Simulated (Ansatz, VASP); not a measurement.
TePb: VASP beside Ansatz

```
Pb Te
1.0
     0.00000    3.25240    3.25240
     3.25240    0.00000    3.25240
     3.25240    3.25240    0.00000
Pb Te
1 1
Direct
  0.00000 0.00000 0.00000
  0.50000 0.50000 0.50000
```

Change from the starting cell: volume scaled by 1.02.

Alike in both runs: task single point; functional LDA; k mesh 7 × 7 × 7; occupations methfessel-paxton of order 1, width 0.1 eV; collinear spin.

|  | VASP | Ansatz |
| --- | --- | --- |
| version | VASP 6.6.1 | Ansatz 0.2.0 |
| potentials or method | VASP PAW LDA potentials, release 64 (Pb_d, Te), cutoff 520 eV | all-electron LAPW, scalar-relativistic |

VASP gave:

- pressure (GPa): -2.4
- net moment per atom (μB): 0.00

Q: Which values does Ansatz return?

A: Pressure (GPa): -2.5; net moment per atom (μB): 0.00.

LDA's correlation is that of Perdew and Zunger in VASP and of Perdew and Wang (1992) in Ansatz. Ansatz ran all-electron here, and VASP with PAW potentials.

Spin-orbit coupling is off throughout.
